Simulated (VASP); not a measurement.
Input of a VASP 6.6.1 run:

INCAR

```
SYSTEM = As
  ALGO = Normal
  EDIFF = 1E-6
  ENCUT = 520
  GGA = PE
  ISIF = 2
  ISMEAR = -1
  LASPH = .TRUE.
  LCHARG = .FALSE.
  LREAL = .FALSE.
  LWAVE = .FALSE.
  NBANDS = 8
  NELM = 60
  PREC = Accurate
  SIGMA = 0.1
```

File KPOINTS:

```
k-points
0
G
  15 15 15
  0 0 0
```

POSCAR

```
As
1.0
   -1.7468817898      1.7468817898      1.7468817898
    1.7468817898     -1.7468817898      1.7468817898
    1.7468817898      1.7468817898     -1.7468817898
As
1
Direct
    0.0000000000      0.0000000000      0.0000000000
```

Potentials or basis: VASP PAW PBE potentials, release 64 (As).

The run is started by

```bash
$ cat potpaw_PBE.64/As/POTCAR > POTCAR
$ mpirun -np 1 vasp_std > vasp.out
```

Task: What does it give for the pressure?

Result: -7.1 GPa.
